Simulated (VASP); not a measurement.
Runs of VASP 6.6.1 on Sc3Al. The structure is that of space group Pm-3m (No. 221), or close to it. The cells are those of the table. 

```csv
cell,gap on the mesh (eV),pressure (GPa)
"a = 4.514 Å, 4 atoms",none,-3.3
"a = 4.427 Å, 4 atoms",none,(a)
"a = 4.471 Å, 4 atoms",none,-1.7
"a = 4.337 Å, 4 atoms",none,(b)
"a = 4.382 Å, 4 atoms",none,2.3
```

Alike in all rows: task single point; level r2SCAN; potentials or basis VASP PAW PBE potentials, release 64 (Sc_sv, Al); no spin polarisation; k mesh 10 × 10 × 10; cutoff (eV) 520; smearing gaussian 0.1 eV.

Question: Fill in the values left out.

Answer: (a) 0.2; (b) 4.7.

Caveats: the PAW data sets were made with another functional, which shifts forces and pressure a little; the cell stands under tension (at least some runs); the cell stands under pressure (at least some runs).

A gap of «none» marks levels without a gap at the run's occupations.
